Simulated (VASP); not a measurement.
# CuO in VASP: settings compared

CuO is run at these levels: PBE, PBE+U; tasks: single point.

All numbers are computed with VASP 6.6.1; they aren't measurements. Logs are shortened: lines on timing, memory, paths and dates and some standing lists are left out, and cuts for length are marked.

## (1) The cell of the first run

The typed cell holds 4 atoms: a = 2.899 Å, b = 2.866 Å, c = 5.156 Å, α = 98.08°, β = 98.63°, γ = 72.12°.

## (2) Single point, PBE

The input, INCAR:

```
SYSTEM = CuO
ALGO = Normal
EDIFF = 1E-7
ENCUT = 520
GGA = PE
ISIF = 2
ISMEAR = 0
LASPH = .True.
LCHARG = .False.
LREAL = .False.
LWAVE = .False.
NBANDS = 25
NELM = 100
PREC = Accurate
SIGMA = 0.1
```

The input, KPOINTS:

```
k-points
0
Gamma
  8 8 4
  0 0 0
```

The input, POSCAR:

```
CuO
1.0
    2.3404404522     -1.7107783127     -0.0229301573
    2.3197430003      1.6824555157     -0.0101368612
   -0.8908838133      0.0240860588      5.0786274137
Cu O
2 2
Direct
   -0.0082652229      0.4939545091     -0.0055067082
    0.4909130835     -0.0195801087      0.4987901057
    0.5733962104      0.3983939412      0.2576963426
    0.3918683292      0.5610426818      0.7397132466
```

Potentials or basis: VASP PAW PBE potentials, release 64 (Cu, O).

Command:

```
$ cat potpaw_PBE.64/Cu/POTCAR potpaw_PBE.64/O/POTCAR > POTCAR
$ mpirun -np 1 vasp_std > vasp.out
```

OUTCAR:

```text
SYSTEM = CuO
   EDIFF = 1E-7
   ENCUT = 520
   GGA = PE
   ISIF = 2
   ISMEAR = 0
   LASPH = .True.
   LREAL = .False.
   NELM = 100
   PREC = Accurate

 ion  position               nearest neighbor table
   1  0.992  0.494  0.994-   4 1.94   3 1.97   4 1.99   3 2.05
   2  0.491  0.980  0.499-   4 1.90   3 1.91   3 1.93   4 1.95
   3  0.573  0.398  0.258-   2 1.91   2 1.93   1 1.97   1 2.05
   4  0.392  0.561  0.740-   2 1.90   1 1.94   2 1.95   1 1.99

  LATTYP: Found a triclinic cell.
 ALAT       =     2.8991291343
 B/A-ratio  =     1.1704622010
 C/A-ratio  =     2.1723905589
 COS(alpha) =     0.0013027671
 COS(beta)  =     0.4772141659
 COS(gamma) =     0.5950394553

  Lattice vectors:

 A1 = (  -2.3404404522,   1.7107783127,   0.0229301573)
 A2 = (  -0.0206974519,   3.3932338284,   0.0127932961)
 A3 = (  -3.7692996392,   0.0042367382,  -5.0455603952)

Analysis of symmetry for initial positions (statically):
=====================================================================
 Subroutine PRICEL returns:
 Original cell was already a primitive cell.

 Routine SETGRP: Setting up the symmetry group for a
 triclinic supercell.

 Subroutine GETGRP returns: Found  1 space group operations
 (whereof  1 operations were pure point group operations)
 out of a pool of  2 trial point group operations.

The static configuration has the point symmetry C_1 .

Analysis of symmetry for dynamics (positions and initial velocities):
=====================================================================
 Subroutine PRICEL returns:
 Original cell was already a primitive cell.

 Routine SETGRP: Setting up the symmetry group for a
 triclinic supercell.

 Subroutine GETGRP returns: Found  1 space group operations
 (whereof  1 operations were pure point group operations)
 out of a pool of  2 trial point group operations.

The dynamic configuration has the point symmetry C_1 .

 Subroutine INISYM returns: Found  1 space group operations
 (whereof  1 operations are pure point group operations),
 and found     1 'primitive' translations

----------------------------------------------------------------------------------------

                                     Primitive cell

  volume of cell :      40.1024

  direct lattice vectors                    reciprocal lattice vectors
     2.340440452 -1.710778313 -0.022930157     0.213074834 -0.293550617  0.038769412
     2.319743000  1.682455516 -0.010136861     0.216641816  0.295887568  0.036599637
    -0.890883813  0.024086059  5.078627414     0.001394453 -0.000734803  0.197151693

  length of vectors
     2.899129134  2.865652963  5.156230262     0.364795719  0.368541263  0.197157994

  position of ions in fractional coordinates (direct lattice)
     0.991734777  0.493954509  0.994493292
     0.490913083  0.980419891  0.498790106
     0.573396210  0.398393941  0.257696343
     0.391868329  0.561042682  0.739713247

  ion indices of the primitive-cell ions
   primitive index   ion index
                 1           1
                 2           2
                 3           3
                 4           4

----------------------------------------------------------------------------------------

 KPOINTS: k-points

Automatic generation of k-mesh.
 Grid dimensions read from file:
 generate k-points for:    8    8    4

 Generating k-lattice:

  Cartesian coordinates                     Fractional coordinates (reciprocal lattice)
     0.026634354 -0.036693827  0.004846176     0.125000000 -0.000000000  0.000000000
     0.027080227  0.036985946  0.004574955    -0.000000000  0.125000000  0.000000000
     0.000348613 -0.000183701  0.049287923     0.000000000  0.000000000  0.250000000

  Length of vectors
     0.045599465  0.046067658  0.049289499

  Shift w.r.t. Gamma in fractional coordinates (k-lattice)
     0.000000000  0.000000000  0.000000000

 Subroutine IBZKPT returns following result:
 ===========================================

 Found    132 irreducible k-points:

 Following reciprocal coordinates:
            Coordinates               Weight
  0.000000  0.000000  0.000000      1.000000
  0.125000 -0.000000  0.000000      2.000000
  0.250000 -0.000000  0.000000      2.000000
  0.375000  0.000000  0.000000      2.000000
  0.500000 -0.000000  0.000000      1.000000
 -0.000000  0.125000 -0.000000      2.000000
[... 16 lines left out ...]
  0.125000  0.375000 -0.000000      2.000000
  0.250000  0.375000 -0.000000      2.000000
 [... further k-points ...]
   k-points           NKPTS =    132   k-points in BZ     NKDIM =    132   number of bands    NBANDS=     25
   number of dos      NEDOS =    301   number of ions     NIONS =      4
   total plane-waves  NPLWV =  23040
   dimension x,y,z NGX =    24 NGY =   24 NGZ =   40
   dimension x,y,z NGXF=    48 NGYF=   48 NGZF=   80
   ions per type =               2   2
   NGX,Y,Z   is equivalent  to a cutoff of  13.76, 13.92, 12.90 a.u.
   NGXF,Y,Z  is equivalent  to a cutoff of  27.52, 27.85, 25.79 a.u.
 SYSTEM =  CuO
   PREC   = accura    normal or accurate (medium, high low for compatibility)
   ISTART =      0    job   : 0-new  1-cont  2-samecut
   ICHARG =      2    charge: 1-file 2-atom 10-const
   ISPIN  =      1    spin polarized calculation?
   LNONCOLLINEAR =      F non collinear calculations
   LSORBIT =      F    spin-orbit coupling
   LASPH  =      T    aspherical Exc in radial PAW
   ENCUT  =  520.0 eV  38.22 Ry    6.18 a.u.   5.39  5.33  9.59*2*pi/ulx,y,z
   NELM   =    100;   NELMIN=  2; NELMDL= -5     # of ELM steps
   EDIFF  = 0.1E-06   stopping-criterion for ELM
   LREAL  =      F    real-space projection
   EDIFFG = 0.1E-05   stopping-criterion for IOM
   NSW    =      0    number of steps for IOM
   IBRION =     -1    ionic relax: 0-MD 1-quasi-New 2-CG
   NFREE  =      0    steps in history (QN), initial steepest desc. (CG)
   ISIF   =      2    stress and relaxation
   ISYM   =      2    0-nonsym 1-usesym 2-fastsym
   POTIM  = 0.5000    time-step for ionic-motion
   TEBEG  =    0.0;   TEEND  =   0.0 temperature during run
   PSTRESS=    0.0 pullay stress
   NELECT =      34.0000    total number of electrons
   NUPDOWN=      -1.0000    fix difference up-down
   EMIN   =  10.00;   EMAX   =-10.00  energy-range for DOS
   EFERMI =   0.00;   METHOD = LEGACY
   ISMEAR =     0;   SIGMA  =   0.10  broadening in eV -4-tet -1-fermi 0-gaus
   EFERMI_NEDOS =   21; number of points for ismear=-14 and -15
   IALGO  =     38    algorithm
   IMIX   =      4    mixing-type and parameters
     AMIX     =   0.40;   BMIX     =  1.00
     AMIX_MAG =   1.60;   BMIX_MAG =  1.00
  volume/ion in A,a.u.               =      10.03        67.66
  Fermi-wavevector in a.u.,A,eV,Ry     =   1.549451  2.928037 32.664829  2.400797
  Thomas-Fermi vector in A             =   2.654256
   LORBIT       =      0    0 simple, 1 ext, 2 COOP (PROOUT), +10 PAW based schemes
   GGA     = PE    functional components
   LHFCALC =     F    Hartree Fock is set to
   AEXX    =    0.0000 exact exchange contribution
   IVDW    =     0    specifies the selected vdW correction
   LEPSILON=     F    determine dielectric tensor
   LRPA    =     F    only Hartree local field effects (RPA)
 non-spin polarized calculation
 Gauss-broadening in eV      SIGMA  =   0.10
  energy-cutoff  :      520.00
  volume of cell :       40.10
 maximum number of plane-waves:      1105
 NGX is ok and might be reduce to    24
   NGX = 11   NGY = 11   NGZ = 19

 number of electron      34.0000000 magnetization

 Free energy of the ion-electron system (eV)
  ---------------------------------------------------
  ext. energy  EPLUGINS =         0.00000000
  ---------------------------------------------------
  free energy    TOTEN  =       -19.45674000 eV

  energy without entropy =      -19.44537284  energy(sigma->0) =      -19.45105642

 E-fermi :   5.8397     XC(G=0): -11.9841

 val. band max:        5.8297115089   @ k =  -0.1250   0.2500   0.5000
 cond. band min:       5.8429524886   @ k =   0.2500   0.1250   0.0000
 fundamental gap:      0.0132409797
 Fermi energy:         5.8396737158

 k-point     1 :       0.0000    0.0000    0.0000
  band No.  band energies     occupation
      1     -14.1540      2.00000
      2     -12.8175      2.00000
      3      -2.3668      2.00000
      4       0.2065      2.00000
      5       0.6758      2.00000
      6       2.4957      2.00000
[... 17 lines left out ...]
     24      22.2343      0.00000
     25      22.5820      0.00000

 k-point     2 :       0.1250   -0.0000    0.0000
  band No.  band energies     occupation
      1     -14.0501      2.00000
      2     -12.7812      2.00000
      3      -2.2029      2.00000
      4       0.2079      2.00000
      5       0.5806      2.00000
      6       1.5039      2.00000
[... 17 lines left out ...]
     24      21.7868      0.00000
     25      22.8328      0.00000

 k-point     3 :       0.2500   -0.0000    0.0000
  band No.  band energies     occupation
      1     -13.7852      2.00000
      2     -12.6921      2.00000
      3      -1.8038      2.00000
      4       0.0175      2.00000
      5       0.2030      2.00000
      6       0.5208      2.00000
[... 17 lines left out ...]
     24      20.4000      0.00000
     25      22.1450      0.00000

 k-point     4 :       0.3750    0.0000    0.0000
  band No.  band energies     occupation
      1     -13.4962      2.00000
      2     -12.6019      2.00000
      3      -1.4331      2.00000
      4      -0.9603      2.00000
      5       0.0943      2.00000
      6       0.4125      2.00000
[... 17 lines left out ...]
     24      18.9707      0.00000
     25      21.5316      0.00000
[... 477 lines left out ...]
 k-point    22 :      -0.0000    0.3750   -0.0000
  band No.  band energies     occupation
      1     -13.4387      2.00000
      2     -12.6138      2.00000
      3      -1.2238      2.00000
      4      -1.1051      2.00000
      5      -0.0143      2.00000
      6       0.8457      2.00000
[... 17 lines left out ...]
     24      19.3333      0.00000
     25      21.8369      0.00000

 k-point    23 :       0.1250    0.3750   -0.0000
  band No.  band energies     occupation
      1     -13.4153      2.00000
      2     -12.6183      2.00000
      3      -1.1558      2.00000
      4      -0.9167      2.00000
      5       0.1413      2.00000
      6       0.7504      2.00000
[... 17 lines left out ...]
     24      19.6020      0.00000
     25      21.2911      0.00000

 k-point    24 :       0.2500    0.3750   -0.0000
  band No.  band energies     occupation
      1     -13.2601      2.00000
      2     -12.5861      2.00000
      3      -0.8826      2.00000
      4      -0.8316      2.00000
      5       0.3363      2.00000
      6       0.5067      2.00000
[... 17 lines left out ...]
     24      19.6186      0.00000
     25      20.3859      0.00000

 [... further k-points ...]

------------------------ aborting loop because EDIFF is reached ----------------------------------------

  FORCE on cell =-STRESS in cart. coord.  units (eV):
  Direction    XX          YY          ZZ          XY          YZ          ZX
  --------------------------------------------------------------------------------------
  -------------------------------------------------------------------------------------
  Total        2.0929708      2.2060202      1.6311450      0.4691658      0.5617590     -0.1815603
  in kB       83.6187264     88.1352954     65.1677843     18.7441933     22.4434921     -7.2537285
  external PRESSURE =      78.9739354 kB  Pullay stress =       0.0000000 kB

 VOLUME and BASIS-vectors are now :
 -----------------------------------------------------------------------------
  energy-cutoff  :      520.00
  volume of cell :       40.10
      direct lattice vectors                 reciprocal lattice vectors
     2.340440452 -1.710778313 -0.022930157     0.213074834 -0.293550617  0.038769412
     2.319743000  1.682455516 -0.010136861     0.216641816  0.295887568  0.036599637
    -0.890883813  0.024086059  5.078627414     0.001394453 -0.000734803  0.197151693

 POSITION                                       TOTAL-FORCE (eV/Angst)
 -----------------------------------------------------------------------------------
      2.58097     -0.84163      5.02291        -0.449211      0.143791      0.365997
      2.97891      0.82168      2.51197        -0.144811     -0.033970     -0.045213
      2.03659     -0.30447      1.29156         0.236965      0.126501     -0.746121
      1.55962      0.29135      3.74206         0.357058     -0.236321      0.425337
 -----------------------------------------------------------------------------------
    total drift:                               -0.000384     -0.000247     -0.000841

  FREE ENERGIE OF THE ION-ELECTRON SYSTEM (eV)
  ---------------------------------------------------
  free  energy   TOTEN  =       -19.4567400043 eV

  energy  without entropy=      -19.4453728396  energy(sigma->0) =      -19.45105642
```

Run time: 53 s. Hardware: 1 thread of Intel Xeon 6975P-C (Granite Rapids), shared host; peak memory 0.24 GiB.

What came out:

- Free energy: -19.4567 eV
- Pressure: 7.9 GPa
- Largest force: 0.793 eV/Å
- Band gap on the k mesh: zero (bands 17 and 18 overlap by 0.58 eV)

Forces in eV/Å, atoms in the order of the input:
```
Cu  -0.449  0.144  0.366
Cu  -0.145 -0.034 -0.045
O    0.237  0.127 -0.746
O    0.357 -0.236  0.425
```

Stress tensor (GPa, compression positive):
```
 8.36  1.87 -0.73
 1.87  8.81  2.24
-0.73  2.24  6.52
```

Caveat: the cell stands under pressure; semilocal functionals often make such compounds metallic where correlation or magnetic order opens a gap, which also shifts bond lengths.

[end of part 1 of 2]
